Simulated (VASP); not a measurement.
# TaN: single point with PBEsol

The system is TaN, a slab with vacuum.

```
Ta N
1.0
     2.90359    0.00000    0.00000
     0.00000    5.20509    0.00000
     0.00000    0.00000   21.50774
Ta N
4 4
Cartesian
  0.0000 2.6025 8.5000
  1.4518 0.0000 10.0026
  1.4518 2.6025 11.9337
  0.0000 0.0000 12.5377
  0.0000 0.0000 8.5000
  0.0000 1.3124 10.8356
  0.0000 3.8927 10.8356
  0.0000 2.6025 13.2292
```

| Quantity | Value |
| --- | --- |
| Program | VASP 6.6.1 |
| Task | single point |
| Functional | PBEsol |
| Potentials or basis | VASP PAW PBE potentials, release 64 (Ta_pv, N) |
| Cutoff | 520 eV |
| k mesh | 10 × 6 × 1 |
| Occupations | gaussian, width 0.1 eV |
| Spin | no spin polarisation |
| Dipole correction | yes |
| Further INCAR settings | ALGO = Normal; EDIFF = 1e-06; NBANDS = 42 |

```
Largest force          : 3.188 eV/Å
Band gap on the k mesh : zero (bands 32 and 33 overlap by 0.39 eV)
```

Forces in eV/Å, atoms in the order of the input:
```
Ta   0.000  0.000  2.442
Ta   0.000  0.000 -3.188
Ta   0.000  0.000 -0.053
Ta   0.000  0.000  0.060
N    0.000  0.000  0.645
N    0.000  0.016 -0.023
N    0.000 -0.016 -0.023
N    0.000  0.000  0.139
```

Levels at points of the mesh, in eV from the Fermi level:
```tsv
k point	band 29	band 30	band 31	band 32	band 33	band 34	band 35	band 36
(0.00, 0.00, 0.00)	-1.70	-1.22	-0.98	-0.17	0.11	0.48	0.85	1.08
(0.50, 0.00, 0.00)	-1.90	-1.86	-1.48	-0.71	0.11	1.10	1.16	1.68
(0.00, 0.50, 0.00)	-1.98	-1.68	-0.35	0.05	0.58	0.85	1.52	2.02
(0.50, 0.50, 0.00)	-1.76	-1.61	-1.23	-0.13	0.52	0.81	1.23	1.61
```

It took 19 min on 1 thread of Intel Xeon 8259CL, with other jobs on the host, peak memory 0.55 GiB.

Caveat: the PAW data sets were made with another functional, which shifts forces and pressure a little; spin-orbit coupling is left out, which moves the levels of the heavy elements.
